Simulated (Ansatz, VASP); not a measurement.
## AlN: VASP beside Ansatz

Contents of INCAR:

```
  PREC = Accurate
  ENCUT = 520
  EDIFF = 1E-6
  ISMEAR = 0
  SIGMA = 0.05
  LREAL = False
  LASPH = True
  NELM = 80
  ALGO = Normal
  ISIF = 2
  LWAVE = False
  LCHARG = False
  GGA = PE
  NBANDS = 16
```

KPOINTS

```
Automatic mesh
0
Gamma
  9 9 6
```

POSCAR

```
AlN
1.0
    2.8504878489      0.0000000000      0.0000000000
   -1.4252439245      2.4685948904      0.0000000000
    0.0000000000      0.0000000000      5.9294870806
Al N
2 2
Direct
    0.3333333333      0.6666666667      0.0000000000
    0.6666666667      0.3333333333      0.5000000000
    0.3333333333      0.6666666667      0.3850000000
    0.6666666667      0.3333333333      0.8850000000
```

Input for Ansatz:

```yaml
crystal:
  lattice:
    - [2.8504878489, 0.0, 0.0]
    - [-1.4252439245, 2.4685948904, 0.0]
    - [0.0, 0.0, 5.9294870806]
  atoms:
    - { symbol: Al, position: [0.3333333333, 0.6666666667, 0.0] }
    - { symbol: Al, position: [0.6666666667, 0.3333333333, 0.5] }
    - { symbol: "N", position: [0.3333333333, 0.6666666667, 0.385] }
    - { symbol: "N", position: [0.6666666667, 0.3333333333, 0.885] }
basis:
  ecutwfc: 420
kpoints:
  mp_grid: { grid: [9, 9, 6] }
hamiltonian:
  xc: pbe
scf:
  occupations: { method: gaussian, width: 0.05 }
output:
  forces: true
  stress: true
  eigenvalues: true
```

Alike in both runs: task single point; functional PBE; k mesh 9 × 9 × 6; occupations gaussian, width 0.05 eV; no spin polarisation.

```csv
,VASP,Ansatz
version,VASP 6.6.1,Ansatz 0.2.0
potentials or method,"VASP PAW PBE potentials, release 64 (Al, N), cutoff 520 eV","scalar-relativistic, plane waves, PAW"
valence electrons in the cell,16,16
```

Ansatz gave:

```
gap on the k mesh at the Fermi level (eV)                     : 1.85
least direct gap on the mesh (eV)                             : 1.85
pressure (GPa)                                                : 23.6
traceless stress, the component that is largest in VASP (GPa) : -61.33
rms of the force components (eV/Å)                            : 0.536
```

Question: Estimate VASP's values.

Answer: gap on the k mesh at the Fermi level (eV): 1.84; least direct gap on the mesh (eV): 1.84; pressure (GPa): 23.6; traceless stress, the component that is largest in VASP (GPa): -61.78; rms of the force components (eV/Å): 0.538.

Atom by atom the forces differ by 0.002 eV/Å (rms over components).
